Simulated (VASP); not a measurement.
# V3Os (Fm-3m) in VASP: single point with LDA

Aim: the single point of V3Os with LDA.

Everything below comes from runs of VASP 6.6.1. Logs are shortened: lines on timing, memory, paths and dates and some standing lists are left out, and cuts for length are marked.

## 1. The cell of the first run

Symmetry: Fm-3m, No. 225, cubic system. Conventional cell: a = 5.971 Å, b = 5.971 Å, c = 5.971 Å, α = 90.00°, β = 90.00°, γ = 90.00°. V (site symmetry -43m) has 10 V at 2.59 to 2.99 Å and 4 Os at 2.59 Å within 3.4 Å. V (site symmetry m-3m) has 8 V at 2.59 Å and 6 Os at 2.99 Å within 3.4 Å. Os (site symmetry m-3m) has 14 V at 2.59 to 2.99 Å within 3.4 Å.

## 2. Single point, LDA

The input, INCAR:

```
ALGO = Normal
EDIFF = 1E-6
ENCUT = 520
ISIF = 2
ISMEAR = -1
LASPH = T
LCHARG = T
LELF = T
LREAL = F
LVHAR = T
LWAVE = F
NBANDS = 57
NELM = 80
PREC = Accurate
SIGMA = 0.05
```

The input, KPOINTS:

```
k-points
0
Gamma
  6 6 6
```

The input, POSCAR:

```
V3Os
1.0
    0.0000000000      5.9712300000      5.9712300000
    2.9856100000      0.0000000000      2.9856100000
    2.9856100000      2.9856100000      0.0000000000
V Os
6 2
Direct
    0.1250000000      0.2500000000      0.2500000000
    0.3750000000      0.7500000000      0.7500000000
    0.2500000000      0.5000000000      0.5000000000
    0.6250000000      0.2500000000      0.2500000000
    0.8750000000      0.7500000000      0.7500000000
    0.7500000000      0.5000000000      0.5000000000
    0.0000000000      0.0000000000      0.0000000000
    0.5000000000      0.0000000000      0.0000000000
```

Potentials or basis: VASP PAW LDA potentials, release 64 (V_sv, Os).

Launch:

```sh
$ cat potpaw_LDA.64/V_sv/POTCAR potpaw_LDA.64/Os/POTCAR > POTCAR
$ mpirun -np 1 vasp_std > vasp.out
```

OUTCAR:

```text
EDIFF = 1E-6
   ENCUT = 520
   ISIF = 2
   ISMEAR = -1
   LASPH = T
   LREAL = F
   NELM = 80
   PREC = Accurate

 ion  position               nearest neighbor table
   1  0.125  0.250  0.250-   7 2.59   7 2.59   3 2.59   3 2.59   3 2.59   7 2.59   6 2.59   8 2.59

   2  0.375  0.750  0.750-   3 2.59   3 2.59   8 2.59   8 2.59   3 2.59   8 2.59   7 2.59   6 2.59

   3  0.250  0.500  0.500-   1 2.59   1 2.59   2 2.59   2 2.59   1 2.59   2 2.59   4 2.59   5 2.59
                             7 2.99   8 2.99   7 2.99   7 2.99   8 2.99   8 2.99
   4  0.625  0.250  0.250-   8 2.59   8 2.59   6 2.59   6 2.59   6 2.59   8 2.59   7 2.59   3 2.59

   5  0.875  0.750  0.750-   6 2.59   6 2.59   7 2.59   7 2.59   6 2.59   7 2.59   3 2.59   8 2.59

   6  0.750  0.500  0.500-   4 2.59   4 2.59   5 2.59   5 2.59   4 2.59   5 2.59   1 2.59   2 2.59
                             8 2.99   7 2.99   7 2.99   7 2.99   8 2.99   8 2.99
   7  0.000  0.000  0.000-   5 2.59   5 2.59   1 2.59   1 2.59   1 2.59   5 2.59   4 2.59   2 2.59
                             6 2.99   3 2.99   3 2.99   3 2.99   6 2.99   6 2.99
   8  0.500  0.000  0.000-   2 2.59   2 2.59   4 2.59   4 2.59   2 2.59   4 2.59   1 2.59   5 2.59
                             3 2.99   6 2.99   3 2.99   3 2.99   6 2.99   6 2.99

  LATTYP: Found a trigonal (rhomboedric) cell.
 ALAT       =     7.3132333184
 COS(alpha) =     0.8333337985

  Lattice vectors:

 A1 = (   2.9856100000,  -2.9856200000,  -5.9712300000)
 A2 = (   5.9712200000,  -2.9856200000,  -2.9856200000)
 A3 = (   2.9856100000,  -5.9712300000,  -2.9856200000)

Analysis of symmetry for initial positions (statically):
=====================================================================
 Subroutine PRICEL returns following result:

  LATTYP: Found a face centered cubic cell.
 ALAT       =     5.9712200000

  Lattice vectors:

 A1 = (   0.0000000000,   2.9856150000,   2.9856150000)
 A2 = (   2.9856100000,   0.0000000000,   2.9856100000)
 A3 = (   2.9856100000,   2.9856100000,   0.0000000000)

   2 primitive cells build up your supercell.

 Routine SETGRP: Setting up the symmetry group for a
 trigonal (rhombohedral) supercell.

 Subroutine GETGRP returns: Found 12 space group operations
 (whereof 12 operations were pure point group operations)
 out of a pool of 12 trial point group operations.

The static configuration has the point symmetry D_3d.

Analysis of symmetry for dynamics (positions and initial velocities):
=====================================================================
 Subroutine PRICEL returns following result:

  LATTYP: Found a face centered cubic cell.
 ALAT       =     5.9712200000

  Lattice vectors:

 A1 = (   0.0000000000,   2.9856150000,   2.9856150000)
 A2 = (   2.9856100000,   0.0000000000,   2.9856100000)
 A3 = (   2.9856100000,   2.9856100000,   0.0000000000)

   2 primitive cells build up your supercell.

 Routine SETGRP: Setting up the symmetry group for a
 trigonal (rhombohedral) supercell.

 Subroutine GETGRP returns: Found 12 space group operations
 (whereof 12 operations were pure point group operations)
 out of a pool of 12 trial point group operations.

The dynamic configuration has the point symmetry D_3d.

 Subroutine INISYM returns: Found 12 space group operations
 (whereof 12 operations are pure point group operations),
 and found     2 'primitive' translations

----------------------------------------------------------------------------------------

                                     Primitive cell

  volume of cell :      53.2268

  direct lattice vectors                    reciprocal lattice vectors
     0.000000000  2.985615000  2.985615000    -0.167469684  0.167469684  0.167469684
     2.985610000  0.000000000  2.985610000     0.167469964 -0.167469964  0.167469964
     2.985610000  2.985610000  0.000000000     0.167469964  0.167469964 -0.167469964

  length of vectors
     4.222297225  4.222290154  4.222290154     0.290066001  0.290066487  0.290066487

  position of ions in fractional coordinates (direct lattice)
     0.250000000  0.250000000  0.250000000
     0.750000000  0.750000000  0.750000000
     0.500000000  0.500000000  0.500000000
     0.000000000  0.000000000  0.000000000

  ion indices of the primitive-cell ions
   primitive index   ion index
                 1           1
                 2           2
                 3           3
                 4           7

----------------------------------------------------------------------------------------

 KPOINTS: k-points

Automatic generation of k-mesh.
 Grid dimensions read from file:
 generate k-points for:    6    6    6

 Generating k-lattice:

  Cartesian coordinates                     Fractional coordinates (reciprocal lattice)
    -0.013955807  0.013955807  0.013955807     0.166666667  0.000000000  0.000000000
     0.027911661 -0.027911661  0.027911661     0.000000000  0.166666667  0.000000000
     0.027911661  0.027911661 -0.027911661     0.000000000  0.000000000  0.166666667

  Length of vectors
     0.024172167  0.048344414  0.048344414

  Shift w.r.t. Gamma in fractional coordinates (k-lattice)
     0.000000000  0.000000000  0.000000000

 Subroutine IBZKPT returns following result:
 ===========================================

 Found     32 irreducible k-points:

 Following reciprocal coordinates:
            Coordinates               Weight
  0.000000  0.000000  0.000000      1.000000
  0.166667  0.000000  0.000000      2.000000
  0.333333  0.000000  0.000000      2.000000
  0.500000  0.000000  0.000000      1.000000
  0.000000  0.166667  0.000000      6.000000
  0.166667  0.166667  0.000000      6.000000
[... 16 lines left out ...]
  0.333333  0.333333  0.166667      6.000000
 -0.166667  0.333333  0.166667      6.000000
 [... further k-points ...]
   k-points           NKPTS =     32   k-points in BZ     NKDIM =     32   number of bands    NBANDS=     57
   number of dos      NEDOS =    301   number of ions     NIONS =      8
   total plane-waves  NPLWV =  65536
   dimension x,y,z NGX =    64 NGY =   32 NGZ =   32
   dimension x,y,z NGXF=   128 NGYF=   64 NGZF=   64
   ions per type =               6   2
   NGX,Y,Z   is equivalent  to a cutoff of  12.60, 12.60, 12.60 a.u.
   NGXF,Y,Z  is equivalent  to a cutoff of  25.20, 25.20, 25.20 a.u.
 SYSTEM =  unknown system
   PREC   = accura    normal or accurate (medium, high low for compatibility)
   ISTART =      0    job   : 0-new  1-cont  2-samecut
   ICHARG =      2    charge: 1-file 2-atom 10-const
   ISPIN  =      1    spin polarized calculation?
   LNONCOLLINEAR =      F non collinear calculations
   LSORBIT =      F    spin-orbit coupling
   LASPH  =      T    aspherical Exc in radial PAW
   ENCUT  =  520.0 eV  38.22 Ry    6.18 a.u.  15.70  7.85  7.85*2*pi/ulx,y,z
   NELM   =     80;   NELMIN=  2; NELMDL= -5     # of ELM steps
   EDIFF  = 0.1E-05   stopping-criterion for ELM
   LREAL  =      F    real-space projection
   EDIFFG = 0.1E-04   stopping-criterion for IOM
   NSW    =      0    number of steps for IOM
   IBRION =     -1    ionic relax: 0-MD 1-quasi-New 2-CG
   NFREE  =      0    steps in history (QN), initial steepest desc. (CG)
   ISIF   =      2    stress and relaxation
   ISYM   =      2    0-nonsym 1-usesym 2-fastsym
   POTIM  = 0.5000    time-step for ionic-motion
   TEBEG  =    0.0;   TEEND  =   0.0 temperature during run
   PSTRESS=    0.0 pullay stress
   NELECT =      94.0000    total number of electrons
   NUPDOWN=      -1.0000    fix difference up-down
   EMIN   =  10.00;   EMAX   =-10.00  energy-range for DOS
   EFERMI =   0.00;   METHOD = LEGACY
   ISMEAR =    -1;   SIGMA  =   0.05  broadening in eV -4-tet -1-fermi 0-gaus
   EFERMI_NEDOS =   21; number of points for ismear=-14 and -15
   IALGO  =     38    algorithm
   IMIX   =      4    mixing-type and parameters
     AMIX     =   0.40;   BMIX     =  1.00
     AMIX_MAG =   1.60;   BMIX_MAG =  1.00
  volume/ion in A,a.u.               =      13.31        89.80
  Fermi-wavevector in a.u.,A,eV,Ry     =   1.570595  2.967994 33.562413  2.466768
  Thomas-Fermi vector in A             =   2.672305
   LORBIT       =      0    0 simple, 1 ext, 2 COOP (PROOUT), +10 PAW based schemes
   GGA     = CA    functional components
   LHFCALC =     F    Hartree Fock is set to
   AEXX    =    0.0000 exact exchange contribution
   IVDW    =     0    specifies the selected vdW correction
   LEPSILON=     F    determine dielectric tensor
   LRPA    =     F    only Hartree local field effects (RPA)
 non-spin polarized calculation
  energy-cutoff  :      520.00
  volume of cell :      106.45
 maximum number of plane-waves:      2917
   NGX = 31   NGY = 15   NGZ = 15

 number of electron      94.0000027 magnetization

 Free energy of the ion-electron system (eV)
  ---------------------------------------------------
  ext. energy  EPLUGINS =         0.00000000
  ---------------------------------------------------
  free energy    TOTEN  =       -87.71257124 eV

  energy without entropy =      -87.67091214  energy(sigma->0) =      -87.69174169

 E-fermi :   9.8216     XC(G=0): -13.6101

 val. band max:        9.7974734942   @ k =   0.1667   0.5000   0.0000
 cond. band min:       9.8231286941   @ k =  -0.1667   0.5000   0.1667
 fundamental gap:      0.0256551999
 Fermi energy:         9.8216425943

 k-point     1 :       0.0000    0.0000    0.0000
  band No.  band energies     occupation
      1     -53.4831      2.00000
      2     -53.4232      2.00000
      3     -53.4119      2.00000
      4     -53.3855      2.00000
      5     -53.0936      2.00000
      6     -53.0612      2.00000
[... 49 lines left out ...]
     56      11.9506      0.00000
     57      12.1807      0.00000

 k-point     2 :       0.1667    0.0000    0.0000
  band No.  band energies     occupation
      1     -53.4802      2.00000
      2     -53.4315      2.00000
      3     -53.4060      2.00000
      4     -53.3864      2.00000
      5     -53.0912      2.00000
      6     -53.0632      2.00000
[... 49 lines left out ...]
     56      11.9565      0.00000
     57      11.9565      0.00000
[... 1258 lines left out ...]
     56      11.5793      0.00000
     57      11.9023      0.00000

 k-point    24 :      -0.1667    0.3333    0.1667
  band No.  band energies     occupation
      1     -53.4388      2.00000
      2     -53.4388      2.00000
      3     -53.3990      2.00000
      4     -53.3990      2.00000
      5     -53.0910      2.00000
      6     -53.0910      2.00000
[... 49 lines left out ...]
     56      11.4874      0.00000
     57      11.7311      0.00000

 [... further k-points ...]
[... 5 lines left out ...]
  --------------------------------------------------------------------------------------
  -------------------------------------------------------------------------------------
  Total       -7.5693967     -7.5694091     -7.5694091     -0.0810838      0.0810776     -0.0810838
  in kB     -113.9231276   -113.9233143   -113.9233143     -1.2203513      1.2202580     -1.2203513
  external PRESSURE =    -113.9232521 kB  Pullay stress =       0.0000000 kB

 VOLUME and BASIS-vectors are now :
 -----------------------------------------------------------------------------
  energy-cutoff  :      520.00
  volume of cell :      106.45
      direct lattice vectors                 reciprocal lattice vectors
     0.000000000  5.971230000  5.971230000    -0.083734842  0.083734842  0.083734842
     2.985610000  0.000000000  2.985610000     0.167469964 -0.167469964  0.167469964
     2.985610000  2.985610000  0.000000000     0.167469964  0.167469964 -0.167469964

 POSITION                                       TOTAL-FORCE (eV/Angst)
 -----------------------------------------------------------------------------------
      1.49280      1.49281      1.49281         0.002146     -0.002146     -0.002146
      4.47842      4.47842      4.47842        -0.002146      0.002146      0.002146
      2.98561      2.98561      2.98561         0.000000      0.000000      0.000000
      1.49280      4.47842      4.47842         0.002146     -0.002146     -0.002146
      4.47842      7.46403      7.46403        -0.002146      0.002146      0.002146
      2.98561      5.97123      5.97123         0.000000      0.000000      0.000000
      0.00000      0.00000      0.00000         0.000000      0.000000      0.000000
      0.00000      2.98562      2.98562         0.000000      0.000000     -0.000000
 -----------------------------------------------------------------------------------
    total drift:                                0.000000      0.000000     -0.000000

  FREE ENERGIE OF THE ION-ELECTRON SYSTEM (eV)
  ---------------------------------------------------
  free  energy   TOTEN  =       -87.7125712433 eV

  energy  without entropy=      -87.6709121429  energy(sigma->0) =      -87.69174169
```

It took 9.8 min on 1 thread of Oxide Virtual Turin-like, shared host; peak memory 0.26 GiB.

What came out:

| Quantity | Value |
| --- | --- |
| Free energy | -87.7126 eV |
| Pressure | -11.4 GPa |
| Band gap on the k mesh | zero (band 47 reaches 10.27 eV, above the bottom of band 48 at 9.20 eV) |

Caveat: spin-orbit coupling is left out, which moves the levels of the heavy elements.
